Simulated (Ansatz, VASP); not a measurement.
HgTe in VASP and in Ansatz

The input INCAR:

```
SYSTEM = HgTe
ALGO = Normal
EDIFF = 1E-6
ENCUT = 500
GGA = PE
GGA_COMPAT = .FALSE.
ISIF = 2
ISMEAR = 0
LASPH = .TRUE.
LCHARG = .FALSE.
LREAL = .FALSE.
LWAVE = .FALSE.
NBANDS = 16
NELM = 120
PREC = Accurate
SIGMA = 0.05
```

KPOINTS

```
k-points
0
G
  7 7 7
  0 0 0
```

Contents of POSCAR:

```
HgTe
1.0
    0.0000000000      3.2145000000      3.2145000000
    3.2145000000      0.0000000000      3.2145000000
    3.2145000000      3.2145000000      0.0000000000
Hg Te
1 1
Direct
    0.0000000000      0.0000000000      0.0000000000
    0.7500000000      0.7500000000      0.7500000000
```

Contents of input.yaml:

```yaml
crystal:
  lattice:
    - [0.0, 3.2145, 3.2145]
    - [3.2145, 0.0, 3.2145]
    - [3.2145, 3.2145, 0.0]
  atoms:
    - { symbol: Hg, position: [0.0, 0.0, 0.0] }
    - { symbol: Te, position: [0.75, 0.75, 0.75] }
hamiltonian:
  xc: pbe
  pseudopotentials: { kind: paw }
kpoints:
  mp_grid: { grid: [7, 7, 7] }
scf:
  occupations: { method: gaussian, width: 0.05 }
output:
  forces: true
  stress: true
  eigenvalues: true
```

Alike in both runs: task single point; functional PBE; k mesh 7 × 7 × 7; occupations gaussian, width 0.05 eV; no spin polarisation.

|  | VASP | Ansatz |
| --- | --- | --- |
| version | VASP 6.6.1 | Ansatz 0.2.0 |
| potentials or method | VASP PAW PBE potentials, release 64 (Hg, Te) | Ansatz PAW |
| plane-wave cutoff (eV) | 500 | 420 |
| valence electrons in the cell | 18 | 36 |

```csv
,VASP,Ansatz,Ansatz less VASP
gap on the k mesh at the Fermi level (eV),none,none,-
pressure (GPa),4.6,4.6,-0.08
```

A gap of «none» marks a metal or a gap that the smearing closes. VASP's potentials hold 18 valence electrons a cell and Ansatz's 36, so a difference there can come from the potentials and not from the codes.

Spin-orbit coupling is off throughout.
